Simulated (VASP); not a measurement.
Write the native input for VASP 6.6.1 that does the following.

```
Task                   : single point
Functional             : LDA
Potentials or basis    : VASP PAW LDA potentials, release 64 (Co, Si)
Cutoff                 : 520 eV
k mesh                 : 14 × 14 × 14
Occupations            : fermi-dirac, width 0.1 eV
Spin                   : no spin polarisation
Dipole correction      : no
Further INCAR settings : ALGO = Normal; EDIFF = 1e-06; NBANDS = 14
```

The structure of CoSi (rocksalt type) lies in POSCAR:

```
CoSi
1.0
    0.0000000000      2.1212271838      2.1212271838
    2.1212271838      0.0000000000      2.1212271838
    2.1212271838      2.1212271838      0.0000000000
Co Si
1 1
Direct
    0.0000000000      0.0000000000      0.0000000000
    0.5000000000      0.5000000000      0.5000000000
```

This cell differs from its parent crystal: volume scaled by 0.8.

One way to write it, as run:

INCAR

```
PREC = Accurate
ENCUT = 520
EDIFF = 1E-6
ISMEAR = -1
SIGMA = 0.1
LREAL = False
LASPH = True
NELM = 60
ALGO = Normal
ISIF = 2
LWAVE = False
LCHARG = False
GGA = CA
NBANDS = 14
```

KPOINTS

```
Automatic mesh
0
Gamma
  14 14 14
```

Potentials or basis: VASP PAW LDA potentials, release 64 (Co, Si).

Launch:

```sh
$ cat potpaw_LDA.64/Co/POTCAR potpaw_LDA.64/Si/POTCAR > POTCAR
$ mpirun -np 1 vasp_std > vasp.out
```

It gave:

* Pressure: 69.2 GPa

Run time: 16 s on 1 thread of Intel Xeon 6975P-C, on a shared host, peak memory 0.14 GiB.
